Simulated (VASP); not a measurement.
WSeS: single point with LDA

WSeS:

```xyz
6
Lattice="3.1591 0.0000 0.0000 -1.5795 2.7358 0.0000 0.0000 0.0000 13.0898" Properties=species:S:1:pos:R:3 pbc="T T T"
W     0.0000    1.8239    3.3621
W     1.5795    0.9119    9.7278
Se    0.0000    1.8239   11.3787
Se    1.5795    0.9119    1.7112
S     1.5795    0.9119    4.8464
S     0.0000    1.8239    8.2435
```

```json
{"Program": "VASP 6.6.1", "Task": "single point", "Functional": "LDA", "Potentials or basis": "VASP PAW LDA potentials, release 64 (W_sv, Se, S)", "Cutoff": "520 eV", "k mesh": "8 × 8 × 2", "Occupations": "methfessel-paxton, width 0.1 eV", "Spin": "no spin polarisation", "Dipole correction": "no", "Further INCAR settings": "ALGO = Normal; EDIFF = 1e-06; NBANDS = 35"}
```

```json
{
  "Pressure": "8.3 GPa",
  "Largest force": "1.396 eV/Å",
  "Band gap on the k mesh": "1.15 eV (least direct gap 2.23 eV)"
}
```

Forces on the atoms (eV/Å):
```
W    0.000  0.000  0.128
W    0.000  0.000 -0.128
Se   0.000  0.000  1.396
Se   0.000  0.000 -1.396
S    0.000  0.000  1.278
S    0.000  0.000 -1.278
```

Stress tensor (GPa, compression positive):
```
 7.20  0.00  0.00
 0.00  7.20  0.00
 0.00  0.00 10.49
```

Levels at points of the mesh, in eV from the valence-band top:
```csv
k point,band 23,band 24,band 25,band 26,band 27,band 28,band 29,band 30
"(0.00, 0.00, 0.00)",-1.94,-1.79,-1.11,0.00,2.65,2.65,2.66,2.66
"(0.50, 0.00, 0.00)",-1.58,-1.55,-1.46,-1.46,2.33,2.36,2.58,2.76
"(0.00, 0.00, 0.50)",-1.95,-1.95,-0.59,-0.15,2.65,2.65,2.66,2.66
"(0.50, 0.00, 0.50)",-1.54,-1.54,-1.50,-1.47,2.34,2.34,2.68,2.72
```

Wall time 95 s on 1 thread of Intel Xeon 8259CL (shared host), peak memory 0.23 GiB.

Caveat: the cell stands under pressure; spin-orbit coupling is left out, which moves the levels of the heavy elements; forces of over 1 eV/Å act on the atoms, so gaps and moduli don't describe the material at rest. A k mesh can miss the band edges.
